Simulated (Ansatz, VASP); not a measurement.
# Si2W: VASP beside Ansatz

```xyz
3
Lattice="-1.6280 1.6280 3.9665 1.6280 -1.6280 3.9665 1.6280 1.6280 -3.9665" Properties=species:S:1:pos:R:3 pbc="T T T"
W     0.0000    0.0000    0.0000
Si    0.0000    0.0000    5.2778
Si    0.0000    0.0000    2.6552
```

Change from the starting cell: volume scaled by 1.04.

Alike in both runs: task single point; functional PBEsol; k mesh 12 × 12 × 12; occupations fermi-dirac, width 0.05 eV; no spin polarisation.

```csv
,VASP,Ansatz
version,VASP 6.6.1,Ansatz 0.2.0
potentials or method,"VASP PAW PBE potentials, release 64 (W_sv, Si), cutoff 520 eV","all-electron LAPW, scalar-relativistic"
```

Ansatz gave:

| Quantity | Value |
| --- | --- |
| gap on the k mesh at the Fermi level (eV) | none |
| pressure (GPa) | -10.1 |
| traceless stress, the component that is largest in VASP (GPa) | -0.35 |
| rms of the force components (eV/Å) | 0.037 |

Task: Estimate VASP's values.

Result: gap on the k mesh at the Fermi level (eV): none; pressure (GPa): -9.9; traceless stress, the component that is largest in VASP (GPa): -0.37; rms of the force components (eV/Å): 0.034.

VASP's potentials were made for PBE, not for PBEsol. Atom by atom the forces differ by 0.003 eV/Å (rms over components). A gap of «none» marks a metal or a gap that the smearing closes. Ansatz ran all-electron here, and VASP with PAW potentials.

Spin-orbit coupling is off throughout.
